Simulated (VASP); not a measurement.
Here is a VASP 6.6.1 calculation.

INCAR

```
PREC     = Accurate       # precision mode
ENCUT    = 520            # plane-wave cutoff, eV
EDIFF    = 1E-8           # SCF threshold, eV
ISMEAR   = -1             # smearing method
SIGMA    = 0.03           # smearing width, eV
LREAL    = False          # projectors in reciprocal space
LASPH    = True           # aspherical terms in the spheres
NELM     = 80             # most SCF steps
ALGO     = Normal         # electronic algorithm
ISIF     = 2              # what is computed and relaxed
LWAVE    = False          # write WAVECAR
LCHARG   = False          # write CHGCAR
LEFG     = True         
NBANDS   = 24             # bands
```

File KPOINTS:

```
Automatic mesh
0
Gamma
  9 9 5
```

POSCAR

```
TaN
1.0
    3.0901372865      0.0000000000      0.0000000000
   -1.5450686433      2.6761373914      0.0000000000
    0.0000000000      0.0000000000      5.0050074549
Ta N
2 2
Direct
    0.3333333333      0.6666666667      0.0000000000
    0.6666666667      0.3333333333      0.5000000000
    0.3333333333      0.6666666667      0.3850000000
    0.6666666667      0.3333333333      0.8850000000
```

Potentials or basis: VASP PAW LDA potentials, release 64 (Ta_pv, N).

Command:

```bash
$ cat potpaw_LDA.64/Ta_pv/POTCAR potpaw_LDA.64/N/POTCAR > POTCAR
$ mpirun -np 1 vasp_std > vasp.out
```

Q: Predict the largest force.

A: 2.137 eV/Å.

Q: Estimate the band gap on the k mesh.

A: Zero (band 16 reaches 9.71 eV, above the bottom of band 17 at 7.62 eV).

Q: Predict the pressure.

A: 96.2 GPa.

Stress tensor (GPa, compression positive):
```
103.28   0.00   0.00
  0.00 103.28   0.00
  0.00   0.00  82.05
```

Caveat: without QUAD_EFG the Cq values of the log hold for a quadrupole moment of 1 mb, not for the nuclei; spin-orbit coupling is left out, which moves the levels of the heavy elements; forces of over 1 eV/Å act on the atoms, so gaps and moduli don't describe the material at rest.
